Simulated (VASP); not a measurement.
# SrO (P6_3mc) in VASP: notebook

Runs on SrO. Level: PBE. Tasks: single point.

All numbers are computed with VASP 6.6.1; they aren't measurements. Logs are shortened: lines on timing, memory, paths and dates and some standing lists are left out, and cuts for length are marked.

## 1. The cell of the first run

It takes space group P6_3mc (No. 186, hexagonal). The conventional cell has a = 3.488 Å, b = 3.488 Å, c = 6.087 Å, α = 90.00°, β = 90.00°, γ = 120.00°. Sr (site symmetry 3m) has 6 O at 2.44 to 2.61 Å within 3.2 Å. O (site symmetry 3m) has 6 Sr at 2.44 to 2.61 Å and 2 O at 3.04 Å within 3.2 Å.

## 2. Single point, PBE (atoms displaced along a vibrational mode, the cell strained)

INCAR reads:

```
ALGO = Normal ; EDIFF = 1E-7
ENCUT = 520 ; GGA = PE
ISIF = 2 ; ISMEAR = 0
LASPH = T ; LCHARG = T
LELF = T ; LREAL = F
LVHAR = T ; LWAVE = F
NBANDS = 24 ; NELM = 80
PREC = Accurate ; SIGMA = 0.05
```

KPOINTS reads:

```
k-points
0
Gamma
  9 9 4
```

POSCAR reads:

```
SrO
1.0
    3.4875241810      0.0000000000      0.0000000000
   -1.7437620905      3.0202845370      0.0000000000
    0.0000000000      0.0000000000      6.0865560946
Sr O
2 2
Direct
    0.3333333333      0.6666666667      0.2534631737
    0.6666666667      0.3333333333      0.7534631737
    0.0000000000      0.0000000000     -0.0189663906
    0.0000000000      0.0000000000      0.4810336094
```

Potentials or basis: VASP PAW PBE potentials, release 64 (Sr_sv, O).

Launch:

```console
> cat potpaw_PBE.64/Sr_sv/POTCAR potpaw_PBE.64/O/POTCAR > POTCAR
> mpirun -np 1 vasp_std > vasp.out
```

OUTCAR:

```text
EDIFF = 1E-7
   ENCUT = 520
   GGA = PE
   ISIF = 2
   ISMEAR = 0
   LASPH = T
   LREAL = F
   NELM = 80
   PREC = Accurate

 ion  position               nearest neighbor table
   1  0.333  0.667  0.253-   4 2.44   4 2.44   4 2.44   3 2.61   3 2.61   3 2.61   2 3.65   2 3.65
                             2 3.65   2 3.65   2 3.65   2 3.65   2 5.05   2 5.05   2 5.05   2 5.05
   2  0.667  0.333  0.753-   3 2.44   3 2.44   3 2.44   4 2.61   4 2.61   4 2.61   1 3.65   1 3.65
                             1 3.65   1 3.65   1 3.65   1 3.65   1 5.05   1 5.05   1 5.05   1 5.05
   3  0.000  0.000  0.981-   2 2.44   2 2.44   2 2.44   1 2.61   1 2.61   1 2.61
   4  0.000  0.000  0.481-   1 2.44   1 2.44   1 2.44   2 2.61   2 2.61   2 2.61

  LATTYP: Found a hexagonal cell.
 ALAT       =     3.4875241810
 C/A-ratio  =     1.7452369586

  Lattice vectors:

 A1 = (   3.4875241810,   0.0000000000,   0.0000000000)
 A2 = (  -1.7437620905,   3.0202845370,   0.0000000000)
 A3 = (   0.0000000000,   0.0000000000,   6.0865560946)

Analysis of symmetry for initial positions (statically):
=====================================================================
 Subroutine PRICEL returns:
 Original cell was already a primitive cell.

 Routine SETGRP: Setting up the symmetry group for a
 hexagonal supercell.

 Subroutine GETGRP returns: Found 12 space group operations
 (whereof  6 operations were pure point group operations)
 out of a pool of 24 trial point group operations.

The static configuration has the point symmetry C_3v.
 The point group associated with its full space group is C_6v.

Analysis of symmetry for dynamics (positions and initial velocities):
=====================================================================
 Subroutine PRICEL returns:
 Original cell was already a primitive cell.

 Routine SETGRP: Setting up the symmetry group for a
 hexagonal supercell.

 Subroutine GETGRP returns: Found 12 space group operations
 (whereof  6 operations were pure point group operations)
 out of a pool of 24 trial point group operations.

The dynamic configuration has the point symmetry C_3v.
 The point group associated with its full space group is C_6v.

 Subroutine INISYM returns: Found 12 space group operations
 (whereof  6 operations are pure point group operations),
 and found     1 'primitive' translations

----------------------------------------------------------------------------------------

                                     Primitive cell

  volume of cell :      64.1116

  direct lattice vectors                    reciprocal lattice vectors
     3.487524181  0.000000000  0.000000000     0.286736363  0.165547316  0.000000000
    -1.743762090  3.020284537  0.000000000     0.000000000  0.331094633  0.000000000
     0.000000000  0.000000000  6.086556095     0.000000000  0.000000000  0.164296522

  length of vectors
     3.487524181  3.487524181  6.086556095     0.331094633  0.331094633  0.164296522

  position of ions in fractional coordinates (direct lattice)
     0.333333333  0.666666667  0.253463174
     0.666666667  0.333333333  0.753463174
     0.000000000  0.000000000  0.981033609
     0.000000000  0.000000000  0.481033609

  ion indices of the primitive-cell ions
   primitive index   ion index
                 1           1
                 2           2
                 3           3
                 4           4

----------------------------------------------------------------------------------------

 KPOINTS: k-points

Automatic generation of k-mesh.
 Grid dimensions read from file:
 generate k-points for:    9    9    4

 Generating k-lattice:

  Cartesian coordinates                     Fractional coordinates (reciprocal lattice)
     0.031859596  0.018394146  0.000000000     0.111111111 -0.000000000  0.000000000
     0.000000000  0.036788293  0.000000000     0.000000000  0.111111111  0.000000000
     0.000000000  0.000000000  0.041074131     0.000000000  0.000000000  0.250000000

  Length of vectors
     0.036788293  0.036788293  0.041074131

  Shift w.r.t. Gamma in fractional coordinates (k-lattice)
     0.000000000  0.000000000  0.000000000

 Subroutine IBZKPT returns following result:
 ===========================================

 Found     36 irreducible k-points:

 Following reciprocal coordinates:
            Coordinates               Weight
  0.000000  0.000000  0.000000      1.000000
  0.111111  0.000000  0.000000      6.000000
  0.222222 -0.000000  0.000000      6.000000
  0.333333  0.000000  0.000000      6.000000
  0.444444 -0.000000  0.000000      6.000000
  0.111111  0.111111  0.000000      6.000000
[... 16 lines left out ...]
  0.333333  0.222222  0.250000     24.000000
  0.333333  0.333333  0.250000      4.000000
 [... further k-points ...]
   k-points           NKPTS =     36   k-points in BZ     NKDIM =     36   number of bands    NBANDS=     24
   number of dos      NEDOS =    301   number of ions     NIONS =      4
   total plane-waves  NPLWV =  37632
   dimension x,y,z NGX =    28 NGY =   28 NGZ =   48
   dimension x,y,z NGXF=    56 NGYF=   56 NGZF=   96
   ions per type =               2   2
   NGX,Y,Z   is equivalent  to a cutoff of  13.35, 13.35, 13.11 a.u.
   NGXF,Y,Z  is equivalent  to a cutoff of  26.69, 26.69, 26.22 a.u.
 SYSTEM =  unknown system
   PREC   = accura    normal or accurate (medium, high low for compatibility)
   ISTART =      0    job   : 0-new  1-cont  2-samecut
   ICHARG =      2    charge: 1-file 2-atom 10-const
   ISPIN  =      1    spin polarized calculation?
   LNONCOLLINEAR =      F non collinear calculations
   LSORBIT =      F    spin-orbit coupling
   LASPH  =      T    aspherical Exc in radial PAW
   ENCUT  =  520.0 eV  38.22 Ry    6.18 a.u.   6.48  6.48 11.32*2*pi/ulx,y,z
   NELM   =     80;   NELMIN=  2; NELMDL= -5     # of ELM steps
   EDIFF  = 0.1E-06   stopping-criterion for ELM
   LREAL  =      F    real-space projection
   EDIFFG = 0.1E-05   stopping-criterion for IOM
   NSW    =      0    number of steps for IOM
   IBRION =     -1    ionic relax: 0-MD 1-quasi-New 2-CG
   NFREE  =      0    steps in history (QN), initial steepest desc. (CG)
   ISIF   =      2    stress and relaxation
   ISYM   =      2    0-nonsym 1-usesym 2-fastsym
   POTIM  = 0.5000    time-step for ionic-motion
   TEBEG  =    0.0;   TEEND  =   0.0 temperature during run
   PSTRESS=    0.0 pullay stress
   NELECT =      32.0000    total number of electrons
   NUPDOWN=      -1.0000    fix difference up-down
   EMIN   =  10.00;   EMAX   =-10.00  energy-range for DOS
   EFERMI =   0.00;   METHOD = LEGACY
   ISMEAR =     0;   SIGMA  =   0.05  broadening in eV -4-tet -1-fermi 0-gaus
   EFERMI_NEDOS =   21; number of points for ismear=-14 and -15
   IALGO  =     38    algorithm
   IMIX   =      4    mixing-type and parameters
     AMIX     =   0.40;   BMIX     =  1.00
     AMIX_MAG =   1.60;   BMIX_MAG =  1.00
  volume/ion in A,a.u.               =      16.03       108.16
  Fermi-wavevector in a.u.,A,eV,Ry     =   1.298612  2.454020 22.944755  1.686392
  Thomas-Fermi vector in A             =   2.429929
   LORBIT       =      0    0 simple, 1 ext, 2 COOP (PROOUT), +10 PAW based schemes
   GGA     = PE    functional components
   LHFCALC =     F    Hartree Fock is set to
   AEXX    =    0.0000 exact exchange contribution
   IVDW    =     0    specifies the selected vdW correction
   LEPSILON=     F    determine dielectric tensor
   LRPA    =     F    only Hartree local field effects (RPA)
 non-spin polarized calculation
 Gauss-broadening in eV      SIGMA  =   0.05
  energy-cutoff  :      520.00
  volume of cell :       64.11
 maximum number of plane-waves:      1762
 NGX is ok and might be reduce to    28
   NGX = 13   NGY = 13   NGZ = 23

 number of electron      32.0000006 magnetization

 Free energy of the ion-electron system (eV)
  ---------------------------------------------------
  ext. energy  EPLUGINS =         0.00000000
  ---------------------------------------------------
  free energy    TOTEN  =       -23.55410179 eV

  energy without entropy =      -23.55410179  energy(sigma->0) =      -23.55410179

 E-fermi :   2.6527     XC(G=0): -10.2959

 val. band max:        2.4323277770   @ k =   0.0000   0.0000   0.0000
 cond. band min:       5.7184119216   @ k =   0.4444  -0.0000   0.0000
 fundamental gap:      3.2860841446
 Fermi energy:         2.6527422500

 k-point     1 :       0.0000    0.0000    0.0000
  band No.  band energies     occupation
      1     -30.2856      2.00000
      2     -30.1435      2.00000
      3     -14.8013      2.00000
      4     -13.2205      2.00000
      5     -11.8909      2.00000
      6     -11.8909      2.00000
[... 16 lines left out ...]
     23      10.0380      0.00000
     24      11.1737      0.00000

 k-point     2 :       0.1111    0.0000    0.0000
  band No.  band energies     occupation
      1     -30.2649      2.00000
      2     -30.1310      2.00000
      3     -14.7004      2.00000
      4     -13.4850      2.00000
      5     -12.0355      2.00000
      6     -11.9459      2.00000
[... 16 lines left out ...]
     23      10.2820      0.00000
     24      10.8739      0.00000

 k-point     3 :       0.2222   -0.0000    0.0000
  band No.  band energies     occupation
      1     -30.2112      2.00000
      2     -30.1001      2.00000
      3     -14.4116      2.00000
      4     -13.9917      2.00000
      5     -12.3590      2.00000
      6     -12.0581      2.00000
[... 16 lines left out ...]
     23      10.9176      0.00000
     24      10.9499      0.00000

 k-point     4 :       0.3333    0.0000    0.0000
  band No.  band energies     occupation
      1     -30.1458      2.00000
      2     -30.0678      2.00000
      3     -14.4459      2.00000
      4     -13.9886      2.00000
      5     -12.6766      2.00000
      6     -12.1706      2.00000
[... 16 lines left out ...]
     23      11.4656      0.00000
     24      11.8231      0.00000

 k-point     5 :       0.4444   -0.0000    0.0000
  band No.  band energies     occupation
      1     -30.0973      2.00000
      2     -30.0517      2.00000
      3     -14.7058      2.00000
      4     -13.6051      2.00000
      5     -12.7754      2.00000
      6     -12.3199      2.00000
[... 16 lines left out ...]
     23      12.1398      0.00000
     24      12.7111      0.00000

 k-point     6 :       0.1111    0.1111    0.0000
  band No.  band energies     occupation
      1     -30.2277      2.00000
      2     -30.1093      2.00000
      3     -14.5052      2.00000
      4     -13.8483      2.00000
      5     -12.2801      2.00000
      6     -11.9845      2.00000
[... 16 lines left out ...]
     23      10.6035      0.00000
     24      10.7806      0.00000
[... 379 lines left out ...]
 k-point    21 :       0.4444    0.1111    0.2500
  band No.  band energies     occupation
      1     -30.0781      2.00000
      2     -30.0536      2.00000
      3     -14.6325      2.00000
      4     -13.8612      2.00000
      5     -12.4332      2.00000
      6     -12.3555      2.00000
[... 16 lines left out ...]
     23      12.0981      0.00000
     24      12.4368      0.00000

 k-point    22 :       0.2222    0.2222    0.2500
  band No.  band energies     occupation
      1     -30.1065      2.00000
      2     -30.0638      2.00000
      3     -14.4740      2.00000
      4     -13.9417      2.00000
      5     -12.5078      2.00000
      6     -12.3773      2.00000
[... 16 lines left out ...]
     23      11.9453      0.00000
     24      12.2440      0.00000

 k-point    23 :       0.3333    0.2222    0.2500
  band No.  band energies     occupation
      1     -30.0705      2.00000
      2     -30.0501      2.00000
      3     -14.5925      2.00000
      4     -13.7668      2.00000
      5     -12.6071      2.00000
      6     -12.5358      2.00000
[... 16 lines left out ...]
     23      12.2016      0.00000
     24      12.6312      0.00000

 k-point    24 :       0.3333    0.3333    0.2500
  band No.  band energies     occupation
      1     -30.0517      2.00000
      2     -30.0517      2.00000
      3     -14.6025      2.00000
      4     -13.6589      2.00000
      5     -12.7166      2.00000
      6     -12.7166      2.00000
[... 16 lines left out ...]
     23      12.6325      0.00000
     24      12.6325      0.00000

 [... further k-points ...]

------------------------ aborting loop because EDIFF is reached ----------------------------------------

  FORCE on cell =-STRESS in cart. coord.  units (eV):
  Direction    XX          YY          ZZ          XY          YZ          ZX
  --------------------------------------------------------------------------------------
  -------------------------------------------------------------------------------------
  Total        3.3879831      3.3879831      3.7621800     -0.0000000      0.0000000      0.0000000
  in kB       84.6671808     84.6671808     94.0185254     -0.0000000      0.0000000      0.0000000
  external PRESSURE =      87.7842957 kB  Pullay stress =       0.0000000 kB

 VOLUME and BASIS-vectors are now :
 -----------------------------------------------------------------------------
  energy-cutoff  :      520.00
  volume of cell :       64.11
      direct lattice vectors                 reciprocal lattice vectors
     3.487524181  0.000000000  0.000000000     0.286736363  0.165547316  0.000000000
    -1.743762090  3.020284537  0.000000000     0.000000000  0.331094633  0.000000000
     0.000000000  0.000000000  6.086556095     0.000000000  0.000000000  0.164296522

 POSITION                                       TOTAL-FORCE (eV/Angst)
 -----------------------------------------------------------------------------------
     -0.00000      2.01352      1.54272        -0.000000      0.000000     -0.464845
      1.74376      1.00676      4.58600         0.000000     -0.000000     -0.464845
      0.00000      0.00000      5.97112        -0.000000      0.000000      0.464845
      0.00000      0.00000      2.92784         0.000000     -0.000000      0.464845
 -----------------------------------------------------------------------------------
    total drift:                                0.000000      0.000000     -0.000386

  FREE ENERGIE OF THE ION-ELECTRON SYSTEM (eV)
  ---------------------------------------------------
  free  energy   TOTEN  =       -23.5541017922 eV

  energy  without entropy=      -23.5541017922  energy(sigma->0) =      -23.55410179
```

Wall time 60 s (1 thread of Intel Xeon 6975P-C (Granite Rapids), shared host); peak memory 0.2 GiB.

What came out:

| Item | Value |
| --- | --- |
| Free energy | -23.5541 eV |
| Pressure | 8.8 GPa |
| Largest force | 0.465 eV/Å |
| Band gap on the k mesh | 3.29 eV (least direct gap 3.49 eV) |

Forces in eV/Å, atoms in the order of the input:
```
Sr   0.000  0.000 -0.465
Sr   0.000  0.000 -0.465
O    0.000  0.000  0.465
O    0.000  0.000  0.465
```

Caveat: the cell differs from its parent crystal (atoms displaced along a vibrational mode, the cell strained); the cell stands under pressure; an odd mesh through Γ misses points on the zone boundary, where band edges can lie.

## 3. Single point, PBE (atoms displaced along a vibrational mode, the cell strained)

INCAR reads:

```
PREC = Accurate
ENCUT = 520
EDIFF = 1E-6
ISMEAR = 0
SIGMA = 0.05
LREAL = False
LASPH = True
NELM = 80
ALGO = Normal
ISIF = 2
LWAVE = False
LCHARG = True
GGA = PE
LELF = True
LVHAR = True
NBANDS = 24
```

KPOINTS reads:

```
regular mesh
0
Gamma
  9 9 4
```

POSCAR reads:

```
SrO
1.0
    3.5172128484      0.0000000000      0.0000000000
   -1.7586064242      3.0459956772      0.0000000000
    0.0000000000      0.0000000000      6.1383698542
Sr O
2 2
Direct
    0.3333333333      0.6666666667      0.2543289672
    0.6666666667      0.3333333333      0.7543289672
    0.0000000000      0.0000000000     -0.0237079882
    0.0000000000      0.0000000000      0.4762920118
```

Potentials or basis: VASP PAW PBE potentials, release 64 (Sr_sv, O).

Launch:

```console
> cat potpaw_PBE.64/Sr_sv/POTCAR potpaw_PBE.64/O/POTCAR > POTCAR
> mpirun -np 1 vasp_std > vasp.out
```

Wall time 60 s (1 thread of Intel Xeon 6975P-C (Granite Rapids), shared host); peak memory 0.2 GiB.

It converged, with:

```
Free energy            : -23.5990 eV
Pressure               : 6.3 GPa
Largest force          : 0.519 eV/Å
Band gap on the k mesh : 3.37 eV (least direct gap 3.41 eV)
```

Forces in eV/Å, atoms in the order of the input:
```
Sr   0.000  0.000 -0.519
Sr   0.000  0.000 -0.519
O    0.000  0.000  0.519
O    0.000  0.000  0.519
```

Stress tensor (GPa, compression positive):
```
6.14 0.00 0.00
0.00 6.14 0.00
0.00 0.00 6.64
```

Levels at points of the mesh, in eV from the valence-band top:
```csv
k point,band 12,band 13,band 14,band 15,band 16,band 17,band 18,band 19,band 20,band 21
"(0.00, 0.00, 0.00)",-1.01,-1.01,-0.76,-0.76,0.00,3.41,5.29,5.57,6.48,6.48
"(0.00, 0.00, 0.50)",-1.57,-0.92,-0.92,-0.92,-0.92,4.98,4.98,6.35,6.35,7.48
```

Caveat: the cell differs from its parent crystal (atoms displaced along a vibrational mode, the cell strained); the cell stands under pressure; an odd mesh through Γ misses points on the zone boundary, where band edges can lie.

(Continued in part 2 of 2.)
